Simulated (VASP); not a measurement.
Crystal: SnTe.

```
Sn Te
1.0
     0.00000    3.14500    3.14500
     3.14500    0.00000    3.14500
     3.14500    3.14500    0.00000
Sn Te
1 1
Direct
  0.00000 0.00000 0.00000
  0.50000 0.50000 0.50000
```

| Property | Result |
| --- | --- |
| Program | VASP 6.6.1 |
| Task | relaxation of cell and atoms |
| Functional | PBE |
| Potentials or basis | VASP PAW PBE potentials, release 64 (Sn_d, Te) |
| Cutoff | 500 eV |
| k mesh | 20 × 20 × 20 |
| Occupations | gaussian, width 0.01 eV |
| Spin | no spin polarisation |

At the start: pressure 2.6 GPa; volume 31.11 Å³/atom.

Q: Where does the relaxation end?

A: Over 3 steps the energy falls by 13.6 meV/atom and the volume is 32.90 Å³/atom (+5.8 %); space group Fm-3m (No. 225, to 0.1 Å) before and after.

Step by step:
```tsv
step	energy change (eV)	largest force (eV/Å)	pressure (GPa)	volume (Å³)
1	0.0000	0.0000	2.57	62.21
2	-0.0254	0.0000	-0.59	66.82
3	-0.0273	0.0000	0.00	65.80
```

Final structure:
```xyz
2
Lattice="0.0000 3.2042 3.2042 3.2042 0.0000 3.2042 3.2042 3.2042 0.0000" Properties=species:S:1:pos:R:3 pbc="T T T"
Sn    0.0000    0.0000    0.0000
Te    3.2042    3.2042    3.2042
```
